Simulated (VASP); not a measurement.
ZrAgW: single point with PBE

Crystal: ZrAgW.

```
Zr Ag W
1.0
     3.68343    0.00000    0.00000
     0.00000    3.68343    0.00000
     0.00000    0.00000    5.67160
Zr Ag W
1 1 1
Cartesian
  1.8417 1.8417 0.0000
  1.8417 1.8417 2.8358
  0.0000 0.0000 0.0000
```

| Quantity | Value |
| --- | --- |
| Program | VASP 6.6.1 |
| Task | single point |
| Functional | PBE |
| Potentials or basis | VASP PAW PBE potentials, release 64 (Zr_sv, Ag, W_sv) |
| Cutoff | 520 eV |
| k mesh | 12 × 12 × 8 |
| Occupations | gaussian, width 0.1 eV |
| Spin | no spin polarisation |
| Dipole correction | no |
| Further INCAR settings | ALGO = Normal; EDIFF = 1e-06; NBANDS = 26 |

| Quantity | Value |
| --- | --- |
| Pressure | 0.2 GPa |

Stress tensor (GPa, compression positive):
```
0.23 0.00 0.00
0.00 0.23 0.00
0.00 0.00 0.05
```

Levels at points of the mesh, in eV from the Fermi level:
```
           k point  band 15  band 16  band 17  band 18  band 19  band 20  band 21  band 22  band 23  band 24
(0.00, 0.00, 0.00)    -3.45    -2.95    -2.85    -0.32    -0.32     0.42     2.00     4.64     4.64     5.69
(0.50, 0.00, 0.00)    -1.80    -1.00    -0.42    -0.08     0.55     0.57     0.62     1.59     1.60     2.68
(0.50, 0.50, 0.00)    -1.87    -1.62    -1.62     0.41     0.54     1.39     1.39     1.65     3.88     5.23
(0.00, 0.00, 0.50)    -3.41    -3.08    -2.88    -1.44    -0.67    -0.67     2.63     4.44     4.44     6.67
(0.50, 0.00, 0.50)    -1.64    -1.37    -1.19     0.42     0.61     0.65     0.76     1.58     1.65     1.78
(0.50, 0.50, 0.50)    -2.53    -2.51    -1.85     0.50     1.11     1.65     2.06     2.96     2.96     3.87
```

It took 7.3 min on 1 thread of Intel(R) Xeon(R) Platinum 8259CL CPU @ 2.50GHz (Skylake/Cascade Lake) (shared host), peak memory 0.41 GiB.

Caveat: spin-orbit coupling is left out, which moves the levels of the heavy elements.
